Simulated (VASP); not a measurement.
Write the native input for VASP 6.6.1 that does the following.

```
Task                   : single point
Functional             : PBE
Potentials or basis    : VASP PAW PBE potentials, release 64 (Pb_d, S)
Cutoff                 : 520 eV
k mesh                 : 6 × 6 × 2
Occupations            : fermi-dirac, width 0.02 eV
Spin                   : no spin polarisation
Dipole correction      : no
Further INCAR settings : ALGO = Normal; EDIFF = 1e-06; NBANDS = 28
```

The structure of PbS lies in POSCAR:

```
PbS
1.0
    3.0740803019     -2.9646840554     -0.0000051386
    3.0740803019      2.9646840554     -0.0000051386
   -2.1625639263      0.0000000000     22.1612863754
Pb S
2 2
Direct
    0.7377955941      0.7176005528      0.9365738650
    0.2823994472      0.2622044059      0.0634261350
    0.2405285797      0.2201236211      0.9440766262
    0.7798763789      0.7594714203      0.0559233738
```

This cell differs from its parent crystal: uniaxial x strain +3.7%.

The input as run:

INCAR

```
SYSTEM = PbS
ALGO = Normal
EDIFF = 1E-6
ENCUT = 520
GGA = PE
ISIF = 2
ISMEAR = -1
LASPH = .True.
LCHARG = .False.
LREAL = .False.
LWAVE = .False.
NBANDS = 28
NELM = 60
PREC = Accurate
SIGMA = 0.02
```

KPOINTS

```
k-points
0
Gamma
  6 6 2
  0 0 0
```

Potentials or basis: VASP PAW PBE potentials, release 64 (Pb_d, S).

Launch:

```console
$ cat potpaw_PBE.64/Pb_d/POTCAR potpaw_PBE.64/S/POTCAR > POTCAR
$ mpirun -np 1 vasp_std > vasp.out
```

Results of the run:

```
Largest force          : 0.217 eV/Å
Band gap on the k mesh : 2.11 eV (least direct gap 2.18 eV)
```

Caveat: the cell differs from its parent crystal (uniaxial x strain +3.7%); there is no dipole correction, which matters where the two faces differ; spin-orbit coupling is left out, which moves the levels of the heavy elements.

Run time: 9.3 min on 1 thread of Oxide Virtual Turin-like Processor (shared host), peak memory 0.55 GiB.
